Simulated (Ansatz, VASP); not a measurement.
# CO: VASP beside Ansatz

```xyz
4
Lattice="3.3922 0.0000 0.0000 0.0000 3.3922 0.0000 0.0000 0.0000 4.2864" Properties=species:S:1:pos:R:3 pbc="T T T"
C     0.0000    1.6961    1.0077
C     1.6961    0.0000    3.2786
O     0.0000    0.0000    0.0000
O     1.6961    1.6961    0.0000
```

Alike in both runs: task relaxation of cell and atoms; functional PBE; k mesh 6 × 6 × 4; occupations gaussian, width 0.1 eV; no spin polarisation.

```csv
,VASP,Ansatz
version,VASP 6.6.1,Ansatz 0.2.0
potentials or method,"VASP PAW PBE potentials, release 64 (C, O), cutoff 600 eV","scalar-relativistic, plane waves, PAW"
valence electrons in the cell,20,20
```

|  | VASP | Ansatz | Ansatz less VASP |
| --- | --- | --- | --- |
| gap on the k mesh at the Fermi level, each at its own relaxed structure (eV) | none | none | - |
| relaxed volume (Å³/atom) | 9.34 | 9.32 | -0.014 |
| relaxed cell length with the largest relative difference (Å) | 3.837 | 3.826 | -0.0109 |

A gap of «none» marks a metal or a gap that the smearing closes.

The k mesh is coarse, so the values compare programs but aren't converged. Noted on VASP's run: the volume moved by over 15 % at a fixed basis, so the end points are rough.
